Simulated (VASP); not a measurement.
Input of a VASP 6.6.1 run:

Contents of INCAR:

```
PREC = Accurate ; ENCUT = 600
EDIFF = 1E-6 ; ISMEAR = 0
SIGMA = 0.15 ; LREAL = False
LASPH = True ; NELM = 120
ALGO = Normal ; ISIF = 2
LWAVE = False ; LCHARG = False
GGA = PE ; NBANDS = 52
GGA_COMPAT = False
```

Contents of KPOINTS:

```
Automatic mesh
0
Gamma
  3 3 2
```

File POSCAR:

```
Ga3Bi2N3
1.0
    5.5844543541      0.0000000035      0.0000000000
   -2.7922271800      4.8362793352      0.0000000000
    0.0000000000      0.0000000000      8.1708867292
Ga Bi N
3 2 3
Direct
    0.3369211681      0.0000000000      0.2193058840
    0.0000000000      0.3369211681      0.2193058840
    0.6630788319      0.6630788319      0.2193058840
    0.0000000000      0.0000000000      0.8552271000
    0.0000000000      0.0000000000      0.5103725698
    0.3333333333      0.6666666667      0.1995341151
    0.6666666667      0.3333333333      0.1995341151
    0.0000000000      0.0000000000      0.1523149782
```

Potentials or basis: VASP PAW PBE potentials, release 64 (Ga_d, Bi_d, N).

Command:

```bash
$ cat potpaw_PBE.64/Ga_d/POTCAR potpaw_PBE.64/Bi_d/POTCAR potpaw_PBE.64/N/POTCAR > POTCAR
$ mpirun -np 1 vasp_std > vasp.out
```

**Question.** Predict the largest force.

**Answer.** 0.057 eV/Å.

**Question.** Estimate the pressure.

**Answer.** 0.3 GPa.

Forces in eV/Å, atoms in the order of the input:
```
Ga   0.045  0.000  0.035
Ga  -0.022  0.039  0.035
Ga  -0.022 -0.039  0.035
Bi   0.000  0.000 -0.021
Bi   0.000  0.000 -0.036
N    0.000  0.000 -0.012
N    0.000  0.000 -0.012
N    0.000  0.000 -0.024
```

Caveat: the k points lie up to 0.43 Å⁻¹ apart.
